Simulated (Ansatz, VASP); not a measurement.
# LiF: VASP beside Ansatz

```
Li F
1.0
    -0.07681    1.99936    1.96164
     1.99936   -0.07681    1.96164
     1.99561    1.99561   -0.07307
Li F
1 1
Direct
  0.03511 0.96489 0.00000
  0.46489 0.53511 0.50000
```

Alike in both runs: task single point; functional PBEsol; k mesh 10 × 10 × 10; occupations gaussian, width 0.02 eV; no spin polarisation.

|  | VASP | Ansatz |
| --- | --- | --- |
| version | VASP 6.6.1 | Ansatz 0.2.0 |
| potentials or method | VASP PAW PBE potentials, release 64 (Li_sv, F), cutoff 520 eV | scalar-relativistic, plane waves, PAW |
| valence electrons in the cell | 10 | 10 |

|  | VASP | Ansatz | Ansatz less VASP |
| --- | --- | --- | --- |
| gap on the k mesh at the Fermi level (eV) | 8.60 | 8.59 | -0.002 |
| least direct gap on the mesh (eV) | 8.60 | 8.59 | -0.002 |
| rms of the force components (eV/Å) | 0.179 | 0.166 | -0.0137 |

VASP's potentials were made for PBE, not for PBEsol. Atom by atom the forces differ by 0.014 eV/Å (rms over components). With one functional, cell and mesh, what is left measures potentials, basis and numerics.

Noted on VASP's run: the cutoff is short for stress, so the pressure is rough.
